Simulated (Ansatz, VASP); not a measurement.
**Si in VASP and in Ansatz**

Contents of INCAR:

```
  PREC = Accurate
  ENCUT = 520
  EDIFF = 1E-8
  ISMEAR = 0
  SIGMA = 0.01
  LREAL = False
  LASPH = True
  NELM = 100
  ALGO = Normal
  ISIF = 2
  LWAVE = False
  LCHARG = False
  GGA = PE
  LEFG = True
  NBANDS = 16
```

Contents of KPOINTS:

```
regular mesh
0
Gamma
  12 12 6
```

File POSCAR:

```
Si
1.0
    3.8512434487      0.0000000000      0.0000000000
   -1.9256217244      3.3352746627      0.0000000000
    0.0000000000      0.0000000000      6.3658255622
Si
4
Direct
    0.3333333333      0.6666666667      0.0629474408
    0.6666666667      0.3333333333      0.5629474408
    0.3333333333      0.6666666667      0.4370525592
    0.6666666667      0.3333333333      0.9370525592
```

Input for Ansatz:

```yaml
crystal:
  lattice:
    - [3.8512434487, 0.0, 0.0]
    - [-1.9256217244, 3.3352746627, 0.0]
    - [0.0, 0.0, 6.3658255622]
  atoms:
    - { symbol: Si, position: [0.3333333333, 0.6666666667, 0.0629474408] }
    - { symbol: Si, position: [0.6666666667, 0.3333333333, 0.5629474408] }
    - { symbol: Si, position: [0.3333333333, 0.6666666667, 0.4370525592] }
    - { symbol: Si, position: [0.6666666667, 0.3333333333, 0.9370525592] }
basis:
  ecutwfc: 420
kpoints:
  mp_grid: { grid: [12, 12, 6] }
hamiltonian:
  xc: pbe
scf:
  occupations: { method: fixed }
output:
  forces: true
  stress: true
  eigenvalues: true
  efg: {}
checkpoint:
  read: start.run
  write: ck
  compress: false
  write_wavefunctions: false
  write_every: 100000
```

Alike in both runs: task electric field gradients; functional PBE; k mesh 12 × 12 × 6; no spin polarisation.

|  | VASP | Ansatz |
| --- | --- | --- |
| version | VASP 6.6.1 | Ansatz 0.2.0 |
| potentials or method | VASP PAW PBE potentials, release 64 (Si), cutoff 520 eV | scalar-relativistic, plane waves, PAW |
| occupations | gaussian, width 0.01 eV | fixed |
| valence electrons in the cell | 16 | 16 |

|  | VASP | Ansatz | Ansatz less VASP |
| --- | --- | --- | --- |
| gap on the k mesh at the Fermi level (eV) | 0.45 | 0.45 | -0.002 |
| least direct gap on the mesh (eV) | 0.99 | 0.99 | -0.004 |
| pressure (GPa) | -0.1 | 0.0 | +0.08 |
| size of Vzz on the site where it differs most (V/Å²) | 3.8 | 3.8 | 0.00 |
